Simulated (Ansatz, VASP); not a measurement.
## Two plane-wave programs on CuO

```
CELL_PARAMETERS angstrom
2.34185 -1.71130 0.00000
2.34185 1.71130 0.00000
-0.85003 0.00000 5.05787
ATOMIC_POSITIONS crystal
Cu 0.50000 0.00000 0.50000
Cu 0.00000 0.50000 0.00000
O 0.41840 0.58160 0.75000
O 0.58160 0.41840 0.25000
```

Alike in both runs: functional PBEsol; k mesh 10 × 10 × 5; occupations fermi-dirac, width 0.05 eV; no spin polarisation; Hubbard terms Cu d U = 3.0 eV.

```csv
,VASP,Ansatz
version,VASP 6.6.1,Ansatz 0.2.0
potentials or method,"VASP PAW PBE potentials, release 64 (Cu, O)",Ansatz PAW
plane-wave cutoff (eV),520,420
valence electrons in the cell,34,50
task,single point,band structure
```

```tsv
	VASP	Ansatz	Ansatz less VASP
gap on the k mesh at the Fermi level (eV)	none	none	-
pressure (GPa)	-4.4	-1.4	+3.02
traceless stress, the component that is largest in VASP (GPa)	2.25	1.84	-0.410
rms of the force components (eV/Å)	0.122	0.117	-0.0044
```

VASP's potentials were made for PBE, not for PBEsol. The programs project onto different local orbitals, so the same U acts differently, and such runs can settle in different states. Atom by atom the forces differ by 0.004 eV/Å (rms over components). A gap of «none» marks a metal or a gap that the smearing closes. VASP's potentials hold 34 valence electrons a cell and Ansatz's 50, so a difference there can come from the potentials and not from the codes.
